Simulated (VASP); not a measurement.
## B2SbAs: single point with r2SCAN

B2SbAs:

```xyz
4
Lattice="3.5112 0.0000 0.0000 0.0000 3.5112 0.0000 0.0000 0.0000 4.9834" Properties=species:S:1:pos:R:3 pbc="T T T"
As    0.0000    0.0000    0.0000
B     0.0000    1.7556    3.8367
B     1.7556    0.0000    1.1467
Sb    1.7556    1.7556    2.4917
```

This cell differs from its parent crystal: volume changed by -3%.

| Property | Result |
| --- | --- |
| Program | VASP 6.6.1 |
| Task | single point |
| Functional | r2SCAN |
| Potentials or basis | VASP PAW PBE potentials, release 64 (As, B, Sb) |
| Cutoff | 520 eV |
| k mesh | 6 × 6 × 4 |
| Occupations | gaussian, width 0.01 eV |
| Spin | no spin polarisation |
| Dipole correction | no |
| Further INCAR settings | ALGO = Normal; EDIFF = 1e-06; NBANDS = 16 |

The pressure is 4.3 GPa, the largest force is 0.125 eV/Å and the band gap on the k mesh is 0.95 eV, indirect (least direct gap 0.98 eV).

Forces in eV/Å, atoms in the order of the input:
```
As   0.000  0.000  0.000
B    0.000  0.000  0.125
B    0.000  0.000 -0.125
Sb   0.000  0.000  0.000
```

Stress tensor (GPa, compression positive):
```
4.31 0.00 0.00
0.00 4.31 0.00
0.00 0.00 4.42
```

Levels at points of the mesh, in eV from the valence-band top:
| k point | band 4 | band 5 | band 6 | band 7 | band 8 | band 9 | band 10 | band 11 | band 12 | band 13 |
| --- | --- | --- | --- | --- | --- | --- | --- | --- | --- | --- |
| (0.00, 0.00, 0.00) | -4.41 | -4.41 | -0.14 | 0.00 | 0.00 | 0.98 | 1.32 | 3.20 | 3.20 | 3.26 |
| (0.50, 0.00, 0.00) | -6.70 | -5.30 | -5.28 | -2.83 | -1.47 | 2.59 | 4.07 | 5.60 | 6.02 | 6.23 |
| (0.50, 0.50, 0.00) | -9.11 | -4.69 | -4.31 | -4.31 | -3.85 | 1.05 | 1.05 | 1.47 | 1.58 | 10.57 |
| (0.00, 0.00, 0.50) | -4.10 | -3.52 | -3.52 | -2.24 | -2.24 | 1.28 | 1.47 | 3.92 | 4.66 | 6.90 |
| (0.50, 0.00, 0.50) | -9.04 | -2.75 | -2.13 | -1.88 | -1.26 | 1.73 | 3.06 | 4.13 | 4.58 | 4.79 |
| (0.50, 0.50, 0.50) | -8.70 | -5.67 | -5.67 | -5.48 | -5.20 | 4.83 | 4.83 | 5.48 | 5.97 | 6.18 |

Run time: 3.1 min on 1 thread of AMD EPYC 7R13, on a shared host, peak memory 0.17 GiB.

Caveat: the PAW data sets were made with another functional, which shifts forces and pressure a little; spin-orbit coupling is left out, which moves the levels of the heavy elements. A k mesh can miss the band edges.
